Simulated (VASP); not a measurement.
# Li2S (Fm-3m) in VASP: further runs

Aim: see how the results for Li2S move with the level of theory and the settings. Levels: HSE06, PBE, LDA, PBEsol. Tasks: relaxation of cell and atoms, single point.

Program: VASP 6.6.1. These are calculated values, not measurements. Logs are shortened: lines on timing, memory, paths and dates and some standing lists are left out, and cuts for length are marked.

### 1 The cell of the first run

Symmetry: Fm-3m, No. 225, cubic system. The conventional cell has a = 5.691 Å, b = 5.691 Å, c = 5.691 Å, α = 90.00°, β = 90.00°, γ = 90.00°. Within 3.3 Å of S (site symmetry m-3m) lie 8 Li at 2.46 Å. Within 3.3 Å of Li (site symmetry -43m) lie 4 S at 2.46 Å and 6 Li at 2.85 Å.

### 2 Relaxation of cell and atoms, HSE06

POSCAR

```
Li2S
1.0
    0.0000000000      2.8452943326      2.8452943326
    2.8452943326      0.0000000000      2.8452943326
    2.8452943326      2.8452943326      0.0000000000
S Li
1 2
Direct
    0.0000000000      0.0000000000      0.0000000000
    0.2500000000      0.2500000000      0.2500000000
    0.7500000000      0.7500000000      0.7500000000
```

INCAR.step1

```
SYSTEM = Li2S
ALGO = Normal
EDIFF = 1E-5
EDIFFG = -0.005
ENCUT = 750
GGA = PE
GGA_COMPAT = .FALSE.
IBRION = 2
ISIF = 3
ISMEAR = -1
KPAR = 4
LASPH = .TRUE.
LCHARG = .FALSE.
LREAL = .FALSE.
LWAVE = .TRUE.
NBANDS = 13
NELM = 120
NELMIN = 4
NSW = 100
PREC = Accurate
SIGMA = 0.02
```

INCAR.step2

```
SYSTEM = Li2S
ALGO = Normal
EDIFF = 1E-7
EDIFFG = -0.005
ENCUT = 750
GGA = PE
GGA_COMPAT = .FALSE.
HFSCREEN = 0.2079
IBRION = 2
ISIF = 3
ISMEAR = -1
ISTART = 1
KPAR = 4
LASPH = .TRUE.
LCHARG = .FALSE.
LHFCALC = .TRUE.
LREAL = .FALSE.
LWAVE = .FALSE.
NELM = 120
NELMIN = 4
NSW = 80
PREC = Accurate
PRECFOCK = Normal
SIGMA = 0.02
```

KPOINTS

```
k-points
0
G
  6 6 6
  0 0 0
```

Potentials or basis: VASP PAW PBE potentials, release 64 (S, Li_sv).

On the command line:

```sh
$ cat potpaw_PBE.64/S/POTCAR potpaw_PBE.64/Li_sv/POTCAR > POTCAR
$ cp INCAR.step1 INCAR
$ mpirun -np 4 vasp_std > vasp.out
$ cp INCAR.step2 INCAR
$ mpirun -np 4 vasp_std > vasp.out
```

OUTCAR:

```text
SYSTEM = Li2S
   EDIFF = 1E-7
   EDIFFG = -0.005
   ENCUT = 750
   GGA = PE
   HFSCREEN = 0.2079
   IBRION = 2
   ISIF = 3
   ISMEAR = -1
   ISTART = 1
   LASPH = .TRUE.
   LHFCALC = .TRUE.
   LREAL = .FALSE.
   NELM = 120
   NELMIN = 4
   NSW = 80
   PREC = Accurate
   PRECFOCK = Normal

 ion  position               nearest neighbor table
   1  0.000  0.000  0.000-   3 2.46   3 2.46   3 2.46   2 2.46   3 2.46   2 2.46   2 2.46   2 2.46

   2  0.250  0.250  0.250-   1 2.46   1 2.46   1 2.46   1 2.46
   3  0.750  0.750  0.750-   1 2.46   1 2.46   1 2.46   1 2.46

  LATTYP: Found a face centered cubic cell.
 ALAT       =     5.6905886652

  Lattice vectors:

 A1 = (   0.0000000000,   2.8452943326,   2.8452943326)
 A2 = (   2.8452943326,   0.0000000000,   2.8452943326)
 A3 = (   2.8452943326,   2.8452943326,   0.0000000000)

Analysis of symmetry for initial positions (statically):
=====================================================================
 Subroutine PRICEL returns:
 Original cell was already a primitive cell.

 Routine SETGRP: Setting up the symmetry group for a
 face centered cubic supercell.

 Subroutine GETGRP returns: Found 48 space group operations
 (whereof 48 operations were pure point group operations)
 out of a pool of 48 trial point group operations.

The static configuration has the point symmetry O_h .

Analysis of symmetry for dynamics (positions and initial velocities):
=====================================================================
 Subroutine PRICEL returns:
 Original cell was already a primitive cell.

 Routine SETGRP: Setting up the symmetry group for a
 face centered cubic supercell.

 Subroutine GETGRP returns: Found 48 space group operations
 (whereof 48 operations were pure point group operations)
 out of a pool of 48 trial point group operations.

The dynamic configuration has the point symmetry O_h .

 Subroutine INISYM returns: Found 48 space group operations
 (whereof 48 operations are pure point group operations),
 and found     1 'primitive' translations

----------------------------------------------------------------------------------------

                                     Primitive cell

  volume of cell :      46.0693

  direct lattice vectors                    reciprocal lattice vectors
     0.000000000  2.845294333  2.845294333    -0.175728744  0.175728744  0.175728744
[... 78 lines left out ...]
   NELM   =    120;   NELMIN=  4; NELMDL=  0     # of ELM steps
   EDIFF  = 0.1E-06   stopping-criterion for ELM
   LREAL  =      F    real-space projection
   EDIFFG = -.5E-02   stopping-criterion for IOM
   NSW    =     80    number of steps for IOM
   IBRION =      2    ionic relax: 0-MD 1-quasi-New 2-CG
   NFREE  =      1    steps in history (QN), initial steepest desc. (CG)
   ISIF   =      3    stress and relaxation
   ISYM   =      3    0-nonsym 1-usesym 2-fastsym
   POTIM  = 0.5000    time-step for ionic-motion
   TEBEG  =    0.0;   TEEND  =   0.0 temperature during run
   PSTRESS=    0.0 pullay stress
   NELECT =      12.0000    total number of electrons
   NUPDOWN=      -1.0000    fix difference up-down
   EMIN   =  10.00;   EMAX   =-10.00  energy-range for DOS
   EFERMI =   0.00;   METHOD = LEGACY
   ISMEAR =    -1;   SIGMA  =   0.02  broadening in eV -4-tet -1-fermi 0-gaus
   EFERMI_NEDOS =   21; number of points for ismear=-14 and -15
   IALGO  =     38    algorithm
   IMIX   =      1    mixing-type and parameters
     AMIX     =   0.40;   BMIX     =  1.00
     AMIX_MAG =   1.60;   BMIX_MAG =  1.00
  volume/ion in A,a.u.               =      15.36       103.63
  Fermi-wavevector in a.u.,A,eV,Ry     =   1.045518  1.975742 14.872627  1.093107
  Thomas-Fermi vector in A             =   2.180317
   LORBIT       =      0    0 simple, 1 ext, 2 COOP (PROOUT), +10 PAW based schemes
   GGA     = PE    functional components
   LHFCALC =     T    Hartree Fock is set to
   PRECFOCK=normal    Normal, Fast or Accurate (Low or Medium for compatibility)
   ENCUT4O =  -1.0   cutoff for four orbital integrals eV
   NKREDX  =     1    reduce k-point grid by
   NKREDY  =     1    reduce k-point grid by
   NKREDZ  =     1    reduce k-point grid by
   AEXX    =    0.2500 exact exchange contribution
   HFSCREEN=    0.2079 screening length (either q_TF or 0.3 A-1)
   HFSCREENC=   0.2079 screening length for correlation (either q_TF or 0.3 A-1)
   ENCUTFOCK=  -1.0 apply spherical cutoff to Coloumb kernel
   IVDW    =     0    specifies the selected vdW correction
   LEPSILON=     F    determine dielectric tensor
   LRPA    =     F    only Hartree local field effects (RPA)
 conjugate gradient relaxation of ions
 non-spin polarized calculation
  energy-cutoff  :      750.00
  volume of cell :       46.07
 maximum number of plane-waves:      2174
  NGX = 28; NGY = 28; NGZ = 28

--------------------------------------- Ionic step        1  -------------------------------------------

 number of electron      11.9999998 magnetization

 Free energy of the ion-electron system (eV)
  ---------------------------------------------------
  ext. energy  EPLUGINS =         0.00000000
  ---------------------------------------------------
  free energy    TOTEN  =       -13.51790702 eV

  energy without entropy =      -13.51790702  energy(sigma->0) =      -13.51790702

------------------------ aborting loop because EDIFF is reached ----------------------------------------

  FORCE on cell =-STRESS in cart. coord.  units (eV):
  Direction    XX          YY          ZZ          XY          YZ          ZX
  --------------------------------------------------------------------------------------
  -------------------------------------------------------------------------------------
  Total       -0.1560812     -0.1560812     -0.1560812      0.0000000      0.0000000      0.0000000
  in kB       -5.4281220     -5.4281220     -5.4281220      0.0000000      0.0000000      0.0000000
  external PRESSURE =      -5.4281220 kB  Pullay stress =       0.0000000 kB
[... 98 lines left out ...]
--------------------------------------- Ionic step        4  -------------------------------------------

 number of electron      11.9999997 magnetization

 Free energy of the ion-electron system (eV)
  ---------------------------------------------------
  ext. energy  EPLUGINS =         0.00000000
  ---------------------------------------------------
  free energy    TOTEN  =       -13.51886582 eV

  energy without entropy =      -13.51886582  energy(sigma->0) =      -13.51886582

 E-fermi :   1.3865     XC(G=0):  -7.1579

 val. band max:        0.8498722093   @ k =   0.0000   0.0000   0.0000
 cond. band min:       5.1737041273   @ k =   0.5000   0.5000   0.0000
 fundamental gap:      4.3238319179
 Fermi energy:         1.3864649258

 k-point     1 :       0.0000    0.0000    0.0000
  band No.  band energies     occupation
      1     -46.2660      2.00000
      2     -46.2193      2.00000
      3     -11.3804      2.00000
      4       0.8499      2.00000
      5       0.8499      2.00000
      6       0.8499      2.00000
      7       6.2605      0.00000
      8       8.2482      0.00000
      9       8.2482      0.00000
     10       8.2482      0.00000
[... 223 lines left out ...]
  FREE ENERGIE OF THE ION-ELECTRON SYSTEM (eV)
  ---------------------------------------------------
  free  energy   TOTEN  =       -13.5188658232 eV

  energy  without entropy=      -13.5188658232  energy(sigma->0) =      -13.51886582

 reached required accuracy - stopping structural energy minimisation
```

OUTCAR.step1:

```text
SYSTEM = Li2S
   EDIFF = 1E-5
   EDIFFG = -0.005
   ENCUT = 750
   GGA = PE
   IBRION = 2
   ISIF = 3
   ISMEAR = -1
   LASPH = .TRUE.
   LREAL = .FALSE.
   NELM = 120
   NELMIN = 4
   NSW = 100
   PREC = Accurate

[... 276 lines left out ...]
      2     -42.6783      2.00000
      3      -9.5666      2.00000
      4       1.4555      2.00000
      5       1.4555      2.00000
      6       1.4555      2.00000
      7       5.7190      0.00000
      8       7.6853      0.00000
      9       7.6853      0.00000
     10       7.6853      0.00000
     11      12.6325      0.00000
     12      12.6325      0.00000
     13      13.8778      0.00000
[... 268 lines left out ...]
  FREE ENERGIE OF THE ION-ELECTRON SYSTEM (eV)
  ---------------------------------------------------
  free  energy   TOTEN  =       -11.9946811473 eV

  energy  without entropy=      -11.9946811473  energy(sigma->0) =      -11.99468115

 reached required accuracy - stopping structural energy minimisation
```

OSZICAR.step1:

```text
N       E                     dE             d eps       ncg     rms          rms(c)
DAV:   1     0.552869146820E+02    0.55287E+02   -0.63286E+03   416   0.113E+03
DAV:   2    -0.445210937343E+01   -0.59739E+02   -0.56728E+02   507   0.232E+02
DAV:   3    -0.120454499426E+02   -0.75933E+01   -0.75395E+01   749   0.524E+01
DAV:   4    -0.122918652983E+02   -0.24642E+00   -0.24625E+00   595   0.116E+01
[... 15 lines left out ...]
       N       E                     dE             d eps       ncg     rms          rms(c)
DAV:   1    -0.119951640362E+02   -0.55906E-03   -0.82433E-03   416   0.567E-01    0.163E-01
DAV:   2    -0.119947571590E+02    0.40688E-03   -0.13232E-03   591   0.224E-01    0.771E-02
DAV:   3    -0.119946891297E+02    0.68029E-04   -0.20163E-04   469   0.726E-02    0.412E-02
DAV:   4    -0.119946811473E+02    0.79823E-05   -0.90229E-06   340   0.204E-02
   3 F= -.11994681E+02 E0= -.11994681E+02  d E =-.141079E-03
```

It took 38 min on 4 MPI ranks of Intel Xeon Platinum 8259CL at 2.50GHz (Skylake/Cascade Lake), shared host; peak memory 0.32 GiB.

What came out:

- Free energy: -13.5189 eV
- Relaxed volume: 15.16 Å³/atom
- Relaxed cell: a = 4.007 Å, b = 4.007 Å, c = 4.007 Å, α = 60.00°, β = 60.00°, γ = 60.00°
- Space group after relaxing (to 0.05 Å): Fm-3m (No. 225)
- Energy gained by relaxing: 0.3 meV/atom
- Ionic steps: 4
- Pressure after relaxing: 0.0 GPa
- Band gap on the k mesh: 4.32 eV, indirect (least direct gap 5.41 eV)

The path:
| step | energy change (eV) | largest force (eV/Å) | pressure (GPa) | volume (Å³) |
| --- | --- | --- | --- | --- |
| 1 | 0.0000 | 0.0000 | -0.54 | 46.07 |
| 2 | -0.0008 | 0.0000 | -0.23 | 45.72 |
| 3 | -0.0008 | 0.0000 | 0.17 | 45.30 |
| 4 | -0.0010 | 0.0000 | 0.01 | 45.49 |

Final structure:
```cif
data_structure
_symmetry_space_group_name_H-M 'P 1'
_symmetry_Int_Tables_number 1
_cell_length_a 4.0068
_cell_length_b 4.0068
_cell_length_c 4.0068
_cell_angle_alpha 60.000
_cell_angle_beta 60.000
_cell_angle_gamma 60.000
_cell_volume 45.49
loop_
_atom_site_label
_atom_site_type_symbol
_atom_site_fract_x
_atom_site_fract_y
_atom_site_fract_z
_atom_site_occupancy
S1 S 0.00000 0.00000 0.00000 1
Li1 Li 0.25000 0.25000 0.25000 1
Li2 Li 0.75000 0.75000 0.75000 1
```

Caveat: the PAW data sets were made with another functional, which shifts forces and pressure a little.

(Part 1 of 2 ends here.)
